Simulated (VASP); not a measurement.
The system is TaN.

```xyz
2
Lattice="0.0000 2.1790 2.1790 2.1790 0.0000 2.1790 2.1790 2.1790 0.0000" Properties=species:S:1:pos:R:3 pbc="T T T"
Ta    2.1790    2.1790    2.1790
N     0.0000    0.0000    0.0000
```

| Quantity | Value |
| --- | --- |
| Program | VASP 6.6.1 |
| Task | relaxation of cell and atoms |
| Functional | PBE |
| Potentials or basis | VASP PAW PBE potentials, release 64 (Ta_pv, N) |
| Cutoff | 600 eV |
| k mesh | 13 × 13 × 13 |
| Occupations | gaussian, width 0.1 eV |
| Spin | no spin polarisation |

At the start: pressure 15.4 GPa; volume 10.35 Å³/atom.

Task: How do energy, volume and symmetry change on relaxing?

Result: Over 4 steps the energy falls by 20.6 meV/atom and the volume is 10.79 Å³/atom (+4.3 %); space group Fm-3m (No. 225, to 0.05 Å).

The path:
| step | energy change (eV) | largest force (eV/Å) | pressure (GPa) | volume (Å³) |
| --- | --- | --- | --- | --- |
| 1 | 0.0000 | 0.0000 | 15.36 | 20.69 |
| 2 | 0.1559 | 0.0000 | -25.96 | 23.81 |
| 3 | -0.0411 | 0.0000 | -0.48 | 21.62 |
| 4 | -0.0412 | 0.0000 | -0.03 | 21.59 |

Final structure:
```yaml
crystal:
  lattice:
    - [0.00000, 2.21000, 2.21000]
    - [2.21000, 0.00000, 2.21000]
    - [2.21000, 2.21000, 0.00000]
  atoms:
    - { symbol: Ta, position: [0.50000, 0.50000, 0.50000] }
    - { symbol: N, position: [0.00000, 0.00000, 0.00000] }
```
